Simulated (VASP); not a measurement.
Write the native input for VASP 6.6.1 that does the following.

| Property | Result |
| --- | --- |
| Task | single point |
| Functional | PBE |
| Potentials or basis | VASP PAW PBE potentials, release 64 (Li_sv, H) |
| Cutoff | 520 eV |
| k mesh | 8 × 4 × 4 |
| Occupations | gaussian, width 0.2 eV |
| Spin | no spin polarisation |
| Dipole correction | no |
| Further INCAR settings | ALGO = Normal; EDIFF = 1e-07; NBANDS = 16 |

The structure of Li2H lies in POSCAR:

```
Li2H
1.0
    1.4152974472     -2.4489035667     -0.0029122174
   -4.2600137602     -2.4584353348      0.0860942323
    0.0779307912      0.0383378922     -4.9969874308
Li H
4 2
Direct
    0.4999424823      0.8412244172      0.7351290656
   -0.0000793432      0.3412464474      0.7351240250
    0.0000762347      0.6587955943      0.2648965843
    0.5000548503      0.1587565190      0.2648619326
   -0.0000003473      0.9999605440      0.4999812200
    0.5000061232      0.5000164781      0.5000071724
```

The input as run:

INCAR

```
PREC     = Accurate       # precision mode
ENCUT    = 520            # plane-wave cutoff, eV
EDIFF    = 1E-7           # SCF threshold, eV
ISMEAR   = 0              # smearing method
SIGMA    = 0.2            # smearing width, eV
LREAL    = F              # projectors in reciprocal space
LASPH    = T              # aspherical terms in the spheres
NELM     = 100            # most SCF steps
ALGO     = Normal         # electronic algorithm
ISIF     = 2              # what is computed and relaxed
LWAVE    = F              # write WAVECAR
LCHARG   = T              # write CHGCAR
GGA      = PE             # functional
LELF     = T              # ELF
LVHAR    = T            
NBANDS   = 16             # bands
```

KPOINTS

```
Automatic mesh
0
Gamma
  8 4 4
```

Potentials or basis: VASP PAW PBE potentials, release 64 (Li_sv, H).

Launch:

```sh
$ cat potpaw_PBE.64/Li_sv/POTCAR potpaw_PBE.64/H/POTCAR > POTCAR
$ mpirun -np 1 vasp_std > vasp.out
```

It gave:

```
Largest force          : 0.007 eV/Å
Band gap on the k mesh : zero (band 7 reaches 3.60 eV, above the bottom of band 8 at 0.04 eV)
```

Run time: 54 s on 1 thread of Intel(R) Xeon(R) Platinum 8488C (Sapphire Rapids), with other jobs on the host, peak memory 0.2 GiB.
